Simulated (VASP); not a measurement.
A run of VASP 6.6.1 is set up as follows.

The input INCAR:

```
SYSTEM = Tl
PREC = Accurate
ENCUT = 500
EDIFF = 1E-6
ISMEAR = 0
SIGMA = 0.1
LREAL = .False.
LASPH = .True.
NELM = 120
ALGO = Normal
ISIF = 2
LWAVE = .False.
LCHARG = .True.
GGA = PS
LELF = .True.
LVHAR = .True.
NBANDS = 20
GGA_COMPAT = .False.
```

The input KPOINTS:

```
Automatic mesh
0
Gamma
  6 6 4
  0 0 0
```

File POSCAR:

```
Tl
1.0
    3.4973395198      0.0000000000      0.0000000000
   -1.7486697599      3.0287848698      0.0000000000
    0.0000000000      0.0000000000      5.6465616800
Tl
2
Direct
    0.3333333300      0.6666666700      0.2500000000
    0.6666666700      0.3333333300      0.7500000000
```

Potentials or basis: VASP PAW PBE potentials, release 64 (Tl_d).

Run with:

```console
$ cat potpaw_PBE.64/Tl_d/POTCAR > POTCAR
$ mpirun -np 1 vasp_std > vasp.out
```

(1) What does it give for the pressure?

(2) What does it give for the band gap on the k mesh?

Answers

(1) -1.6 GPa.

(2) zero (bands 13 and 14 overlap by 5.36 eV).

Caveat: the PAW data sets were made with another functional, which shifts forces and pressure a little; spin-orbit coupling is left out, which moves the levels of the heavy elements.
